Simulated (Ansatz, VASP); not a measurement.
## Two plane-wave programs on Sn

```
CELL_PARAMETERS angstrom
0.00000 3.26509 3.26509
3.26509 0.00000 3.26509
3.26509 3.26509 0.00000
ATOMIC_POSITIONS crystal
Sn 0.50000 0.50000 0.50000
Sn 0.75000 0.75000 0.75000
```

Alike in both runs: task single point; functional BLYP; k mesh 13 × 13 × 13; occupations fermi-dirac, width 0.1 eV; no spin polarisation.

```csv
,VASP,Ansatz
version,VASP 6.6.1,Ansatz 0.2.0
potentials or method,"VASP PAW PBE potentials, release 64 (Sn_d), cutoff 520 eV","plane waves (420 eV) with PAW, scalar-relativistic"
valence electrons in the cell,28,28
```

|  | VASP | Ansatz | Ansatz less VASP |
| --- | --- | --- | --- |
| pressure (GPa) | 4.9 | 4.9 | 0.00 |

VASP's potentials were made for PBE, not for BLYP.
